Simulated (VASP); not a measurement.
## Os: single point with PBE

The system is Os.

```
Os
1.0
     2.52837    0.00000    0.00000
     0.00000    2.52837    0.00000
     0.00000    0.00000    2.52837
Os
1
Direct
  0.00000 0.00000 0.00000
```

| Quantity | Value |
| --- | --- |
| Program | VASP 6.6.1 |
| Task | single point |
| Functional | PBE |
| Potentials or basis | VASP PAW PBE potentials, release 64 (Os) |
| Cutoff | 520 eV |
| k mesh | 16 × 16 × 16 |
| Occupations | fermi-dirac, width 0.1 eV |
| Spin | no spin polarisation |

| Property | Result |
| --- | --- |
| Pressure | 9.9 GPa |
| Band gap on the k mesh | zero (band 4 reaches 12.77 eV, above the bottom of band 5 at 6.43 eV) |

Levels at points of the mesh, in eV from the Fermi level:
| k point | band 2 | band 3 | band 4 | band 5 | band 6 | band 7 |
| --- | --- | --- | --- | --- | --- | --- |
| (0.00, 0.00, 0.00) | -6.21 | -6.21 | 2.38 | 2.38 | 2.38 | 15.73 |
| (0.50, 0.00, 0.00) | -5.34 | -1.24 | -1.03 | -1.03 | 2.74 | 7.42 |
| (0.50, 0.50, 0.00) | -4.70 | -0.37 | -0.37 | 4.57 | 4.57 | 4.90 |
| (0.50, 0.50, 0.50) | -5.49 | -5.49 | 5.14 | 5.14 | 8.37 | 11.52 |

Wall time 8 s on 1 thread of Intel(R) Xeon(R) 6975P-C (Granite Rapids), on a shared host, peak memory 0.14 GiB.

Caveat: spin-orbit coupling is left out, which moves the levels of the heavy elements.
